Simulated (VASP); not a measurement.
The system is Zr3GeTe4.

```
Zr Ge Te
1.0
     4.35753    0.00000    0.00000
    -2.17876    3.77373    0.00000
     0.00000    0.00000   12.46530
Zr Ge Te
3 1 4
Direct
  0.00000 0.00000 0.50000
  0.00000 0.00000 0.25526
  0.00000 0.00000 0.74474
  0.00000 0.00000 0.00000
  0.33333 0.66667 0.87735
  0.33333 0.66667 0.37410
  0.66667 0.33333 0.12265
  0.66667 0.33333 0.62590
```

The cell was built from a structure type or drawn by symmetry, and may not be a known phase.

- Program: VASP 6.6.1
- Task: relaxation of cell and atoms
- Functional: PBE
- Potentials or basis: VASP PAW PBE potentials, release 64 (Zr_sv, Ge_d, Te)
- Cutoff: 600 eV
- k mesh: 4 × 4 × 2
- Occupations: gaussian, width 0.2 eV
- Spin: no spin polarisation

At the start: pressure 3.4 GPa; volume 25.62 Å³/atom.

**Question.** Where does the relaxation end?

**Answer.** Over 22 steps the energy falls by 158.5 meV/atom and the volume is 25.06 Å³/atom (-2.2 %); space group P-3m1 (No. 164, to 0.1 Å) before and after.

The path:
```tsv
step	energy change (eV)	largest force (eV/Å)	pressure (GPa)	volume (Å³)
1	0.0000	0.5875	3.38	204.98
2	-0.1299	0.5450	-2.57	221.40
3	-0.1607	0.5490	-0.92	216.14
4	-0.2460	0.3551	-0.67	214.77
5	-0.4085	0.5196	0.57	210.30
6	-0.4188	0.8392	1.47	208.01
7	-0.4567	0.8973	1.26	208.39
8	-0.5727	1.0926	0.72	209.34
9	-0.7363	1.5568	0.05	210.44
10	-0.9216	1.2683	-1.01	211.15
11	-1.0605	0.8017	-2.37	211.87
12	-1.0657	0.7074	-2.59	211.96
13	-1.1793	0.5138	-0.84	205.34
14	-1.1973	0.4662	0.30	201.67
15	-1.2197	0.3350	0.05	202.09
16	-1.2402	0.2604	-0.41	202.97
17	-1.2482	0.1900	0.20	201.53
18	-1.2487	0.1673	0.40	201.07
19	-1.2552	0.1172	0.13	201.61
20	-1.2579	0.1925	-0.21	202.32
21	-1.2639	0.1371	-0.13	201.74
22	-1.2683	0.0396	0.09	200.46
```

Final structure:
```xyz
8
Lattice="3.8265 0.0000 0.0000 -1.9132 3.3138 0.0000 0.0000 0.0000 15.8092" Properties=species:S:1:pos:R:3 pbc="T T T"
Zr    0.0000    0.0000    7.9046
Zr    3.8265    0.0000    3.9946
Zr    0.0000    0.0000   11.8146
Ge    0.0000    0.0000    0.0000
Te    0.0000    2.2092   13.7218
Te    0.0000    2.2092    5.9632
Te    1.9132    1.1046    2.0874
Te    1.9132    1.1046    9.8460
```

Caveat: the k points lie up to 0.47 Å⁻¹ apart in the final cell; a cell axis changed by over 15 % at a fixed basis, so the end point is rough; the relaxation stopped at a loose force limit of 0.08 eV/Å, so its end isn't a converged minimum.
